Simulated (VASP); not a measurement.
# W (Im-3m) in VASP: a series of runs, part 2 of 2

VASP 6.6.1. The steps go on from the part before.

### Step 3. Single point, PBE

This run uses another cell than the first one, of 16.79 Å³/atom.

The input, INCAR:

```
SYSTEM = W
PREC     = Accurate       ! precision mode
ENCUT    = 520            ! plane-wave cutoff, eV
EDIFF    = 1E-6           ! SCF threshold, eV
ISMEAR   = -1             ! smearing method
SIGMA    = 0.06122561905347299 ! smearing width, eV
LREAL    = .FALSE.        ! projectors in reciprocal space
LASPH    = .TRUE.         ! aspherical terms in the spheres
NELM     = 100            ! most SCF steps
ALGO     = Normal         ! electronic algorithm
ISIF     = 2              ! what is computed and relaxed
LWAVE    = .FALSE.        ! write WAVECAR
LCHARG   = .FALSE.        ! write CHGCAR
GGA      = PE             ! functional
NBANDS   = 13             ! bands
```

The input, KPOINTS:

```
regular mesh
0
G
  24 24 24
  0 0 0
```

The input, POSCAR:

```
W
1.0
   -1.6131946463      1.6131946463      1.6131946463
    1.6131946463     -1.6131946463      1.6131946463
    1.6131946463      1.6131946463     -1.6131946463
W
1
Direct
    0.0000000000      0.0000000000      0.0000000000
```

Potentials or basis: VASP PAW PBE potentials, release 64 (W_sv).

Command:

```
$ cat potpaw_PBE.64/W_sv/POTCAR > POTCAR
$ mpirun -np 1 vasp_std > vasp.out
```

OUTCAR:

```text
SYSTEM = W
   PREC = Accurate
   ENCUT = 520
   EDIFF = 1E-6
   ISMEAR = -1
   LREAL = .FALSE.
   LASPH = .TRUE.
   NELM = 100
   ISIF = 2
   GGA = PE

 ion  position               nearest neighbor table
   1  0.000  0.000  0.000-

  LATTYP: Found a body centered cubic cell.
 ALAT       =     3.2263892926

  Lattice vectors:

 A1 = (  -1.6131946463,   1.6131946463,   1.6131946463)
 A2 = (   1.6131946463,  -1.6131946463,   1.6131946463)
 A3 = (   1.6131946463,   1.6131946463,  -1.6131946463)

Analysis of symmetry for initial positions (statically):
=====================================================================
 Subroutine PRICEL returns:
 Original cell was already a primitive cell.

 Routine SETGRP: Setting up the symmetry group for a
 body centered cubic supercell.

 Subroutine GETGRP returns: Found 48 space group operations
 (whereof 48 operations were pure point group operations)
 out of a pool of 48 trial point group operations.

The static configuration has the point symmetry O_h .

Analysis of symmetry for dynamics (positions and initial velocities):
=====================================================================
 Subroutine PRICEL returns:
 Original cell was already a primitive cell.

 Routine SETGRP: Setting up the symmetry group for a
 body centered cubic supercell.

 Subroutine GETGRP returns: Found 48 space group operations
 (whereof 48 operations were pure point group operations)
 out of a pool of 48 trial point group operations.

The dynamic configuration has the point symmetry O_h .

 Subroutine INISYM returns: Found 48 space group operations
 (whereof 48 operations are pure point group operations),
 and found     1 'primitive' translations

----------------------------------------------------------------------------------------

                                     Primitive cell

  volume of cell :      16.7927

  direct lattice vectors                    reciprocal lattice vectors
    -1.613194646  1.613194646  1.613194646     0.000000000  0.309943999  0.309943999
     1.613194646 -1.613194646  1.613194646     0.309943999  0.000000000  0.309943999
     1.613194646  1.613194646 -1.613194646     0.309943999  0.309943999  0.000000000

  length of vectors
     2.794135090  2.794135090  2.794135090     0.438327007  0.438327007  0.438327007

  position of ions in fractional coordinates (direct lattice)
     0.000000000  0.000000000  0.000000000

  ion indices of the primitive-cell ions
   primitive index   ion index
                 1           1

----------------------------------------------------------------------------------------

 KPOINTS: regular mesh

Automatic generation of k-mesh.
 Grid dimensions read from file:
 generate k-points for:   24   24   24

 Generating k-lattice:

  Cartesian coordinates                     Fractional coordinates (reciprocal lattice)
     0.000000000  0.012914333  0.012914333     0.041666667  0.000000000  0.000000000
     0.012914333  0.000000000  0.012914333     0.000000000  0.041666667  0.000000000
     0.012914333  0.012914333  0.000000000     0.000000000  0.000000000  0.041666667

  Length of vectors
     0.018263625  0.018263625  0.018263625

  Shift w.r.t. Gamma in fractional coordinates (k-lattice)
     0.000000000  0.000000000  0.000000000

 Subroutine IBZKPT returns following result:
 ===========================================

 Found    413 irreducible k-points:

 Following reciprocal coordinates:
            Coordinates               Weight
  0.000000  0.000000  0.000000      1.000000
  0.041667  0.000000  0.000000     12.000000
  0.083333  0.000000  0.000000     12.000000
  0.125000  0.000000  0.000000     12.000000
  0.166667  0.000000  0.000000     12.000000
  0.208333  0.000000  0.000000     12.000000
[... 16 lines left out ...]
  0.416667  0.041667  0.000000     48.000000
  0.458333  0.041667  0.000000     48.000000
 [... further k-points ...]
   k-points           NKPTS =    413   k-points in BZ     NKDIM =    413   number of bands    NBANDS=     13
   number of dos      NEDOS =    301   number of ions     NIONS =      1
   total plane-waves  NPLWV =  13824
   dimension x,y,z NGX =    24 NGY =   24 NGZ =   24
   dimension x,y,z NGXF=    48 NGYF=   48 NGZF=   48
   ions per type =               1
   NGX,Y,Z   is equivalent  to a cutoff of  14.28, 14.28, 14.28 a.u.
   NGXF,Y,Z  is equivalent  to a cutoff of  28.56, 28.56, 28.56 a.u.
 SYSTEM =  W
   PREC   = accura    normal or accurate (medium, high low for compatibility)
   ISTART =      0    job   : 0-new  1-cont  2-samecut
   ICHARG =      2    charge: 1-file 2-atom 10-const
   ISPIN  =      1    spin polarized calculation?
   LNONCOLLINEAR =      F non collinear calculations
   LSORBIT =      F    spin-orbit coupling
   LASPH  =      T    aspherical Exc in radial PAW
   ENCUT  =  520.0 eV  38.22 Ry    6.18 a.u.   5.20  5.20  5.20*2*pi/ulx,y,z
   NELM   =    100;   NELMIN=  2; NELMDL= -5     # of ELM steps
   EDIFF  = 0.1E-05   stopping-criterion for ELM
   LREAL  =      F    real-space projection
[... 7 lines left out ...]
   TEBEG  =    0.0;   TEEND  =   0.0 temperature during run
   PSTRESS=    0.0 pullay stress
   NELECT =      14.0000    total number of electrons
   NUPDOWN=      -1.0000    fix difference up-down
   EMIN   =  10.00;   EMAX   =-10.00  energy-range for DOS
   EFERMI =   0.00;   METHOD = LEGACY
   ISMEAR =    -1;   SIGMA  =   0.06  broadening in eV -4-tet -1-fermi 0-gaus
   EFERMI_NEDOS =   21; number of points for ismear=-14 and -15
   IALGO  =     38    algorithm
   IMIX   =      4    mixing-type and parameters
     AMIX     =   0.40;   BMIX     =  1.00
     AMIX_MAG =   1.60;   BMIX_MAG =  1.00
  volume/ion in A,a.u.               =      16.79       113.32
  Fermi-wavevector in a.u.,A,eV,Ry     =   1.540792  2.911675 32.300784  2.374041
  Thomas-Fermi vector in A             =   2.646829
   LORBIT       =      0    0 simple, 1 ext, 2 COOP (PROOUT), +10 PAW based schemes
   GGA     = PE    functional components
   LHFCALC =     F    Hartree Fock is set to
   AEXX    =    0.0000 exact exchange contribution
   IVDW    =     0    specifies the selected vdW correction
   LEPSILON=     F    determine dielectric tensor
   LRPA    =     F    only Hartree local field effects (RPA)
 non-spin polarized calculation
  energy-cutoff  :      520.00
  volume of cell :       16.79
 maximum number of plane-waves:       468
 NGX is ok and might be reduce to    24
   NGX = 11   NGY = 11   NGZ = 11

 number of electron      13.9999999 magnetization

 Free energy of the ion-electron system (eV)
  ---------------------------------------------------
  ext. energy  EPLUGINS =         0.00000000
  ---------------------------------------------------
  free energy    TOTEN  =       -12.93703052 eV

  energy without entropy =      -12.93211040  energy(sigma->0) =      -12.93457046

 E-fermi :  10.6468     XC(G=0): -13.3175

 val. band max:       10.6452035387   @ k =  -0.2500   0.2917   0.1250
 cond. band min:      10.6609307942   @ k =   0.5000   0.5000   0.2083
 fundamental gap:      0.0157272556
 Fermi energy:        10.6467837634

 k-point     1 :       0.0000    0.0000    0.0000
  band No.  band energies     occupation
      1     -63.6409      2.00000
      2     -27.2795      2.00000
      3     -27.2795      2.00000
      4     -27.2795      2.00000
      5       1.3123      2.00000
      6       9.4874      2.00000
      7       9.4874      2.00000
      8       9.4874      2.00000
      9      12.7494      0.00000
     10      12.7494      0.00000
     11      25.0093      0.00000
     12      25.0093      0.00000
     13      25.0093      0.00000

 k-point     2 :       0.0417    0.0000    0.0000
  band No.  band energies     occupation
      1     -63.6392      2.00000
      2     -27.2989      2.00000
      3     -27.2856      2.00000
      4     -27.2796      2.00000
      5       1.3912      2.00000
      6       9.4399      2.00000
      7       9.4777      2.00000
      8       9.5626      2.00000
      9      12.6724      0.00000
     10      12.7500      0.00000
     11      25.0761      0.00000
[... 339 lines left out ...]
 k-point    24 :       0.4583    0.0417    0.0000
  band No.  band energies     occupation
      1     -63.5374      2.00000
      2     -28.3315      2.00000
      3     -27.6327      2.00000
      4     -27.2914      2.00000
      5       4.7750      2.00000
      6       7.3473      2.00000
      7      10.9077      0.02782
      8      12.5980      0.00000
      9      13.5962      0.00000
     10      16.3061      0.00000
     11      20.7816      0.00000
     12      22.1066      0.00000
     13      26.6812      0.00000

 [... further k-points ...]

------------------------ aborting loop because EDIFF is reached ----------------------------------------

  FORCE on cell =-STRESS in cart. coord.  units (eV):
  Direction    XX          YY          ZZ          XY          YZ          ZX
  --------------------------------------------------------------------------------------
  -------------------------------------------------------------------------------------
  Total       -1.1301080     -1.1301080     -1.1301080      0.0000000     -0.0000000      0.0000000
  in kB     -107.8227068   -107.8227068   -107.8227068      0.0000000     -0.0000000      0.0000000
  external PRESSURE =    -107.8227068 kB  Pullay stress =       0.0000000 kB

 VOLUME and BASIS-vectors are now :
 -----------------------------------------------------------------------------
  energy-cutoff  :      520.00
  volume of cell :       16.79
      direct lattice vectors                 reciprocal lattice vectors
    -1.613194646  1.613194646  1.613194646     0.000000000  0.309943999  0.309943999
     1.613194646 -1.613194646  1.613194646     0.309943999  0.000000000  0.309943999
     1.613194646  1.613194646 -1.613194646     0.309943999  0.309943999  0.000000000

 POSITION                                       TOTAL-FORCE (eV/Angst)
 -----------------------------------------------------------------------------------
      0.00000      0.00000      0.00000        -0.000000      0.000000      0.000000
 -----------------------------------------------------------------------------------
    total drift:                                0.000000      0.000000      0.000000

  FREE ENERGIE OF THE ION-ELECTRON SYSTEM (eV)
  ---------------------------------------------------
  free  energy   TOTEN  =       -12.9370305158 eV

  energy  without entropy=      -12.9321103978  energy(sigma->0) =      -12.93457046
```

Wall time 78 s (1 thread of Intel Xeon 8259CL, shared host); peak memory 0.21 GiB.

What came out:

```
Free energy            : -12.9370 eV
Pressure               : -10.8 GPa
Band gap on the k mesh : zero (bands 7 and 8 overlap by 5.90 eV)
```

Caveat: the cell stands under tension; spin-orbit coupling is left out, which moves the levels of the heavy elements.
